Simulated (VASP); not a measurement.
## Y: single point with LDA

Crystal: Y.

```
CELL_PARAMETERS angstrom
0.00000 2.43530 2.48500
2.43530 0.00000 2.48500
2.43530 2.43530 0.00000
ATOMIC_POSITIONS crystal
Y 0.00000 0.00000 0.00000
```

This cell differs from its parent crystal: equal xx and yy strain of -2 %.

| Quantity | Value |
| --- | --- |
| Program | VASP 6.6.1 |
| Task | single point |
| Functional | LDA |
| Potentials or basis | VASP PAW LDA potentials, release 64 (Y_sv) |
| Cutoff | 520 eV |
| k mesh | 13 × 13 × 13 |
| Occupations | fermi-dirac, width 0.05 eV |
| Spin | no spin polarisation |

```json
{
  "Pressure": "-0.2 GPa",
  "Band gap on the k mesh": "zero (an odd number of electrons rules out a gap without spin polarisation)"
}
```

Stress tensor (GPa, compression positive):
```
 0.02  0.00  0.00
 0.00  0.02  0.00
 0.00  0.00 -0.69
```

Levels at points of the mesh, in eV from the Fermi level:
```
           k point  band 2  band 3  band 4  band 5  band 6  band 7  band 8  band 9  band 10  band 11
(0.00, 0.00, 0.00)  -21.94  -21.94  -21.94   -4.87    1.72    1.90    1.90    3.95     4.22     9.33
```

It took 25 s on 1 thread of Intel(R) Xeon(R) 6975P-C (Granite Rapids), with other jobs on the host, peak memory 0.21 GiB.

Caveat: the cell differs from its parent crystal (equal xx and yy strain of -2 %).
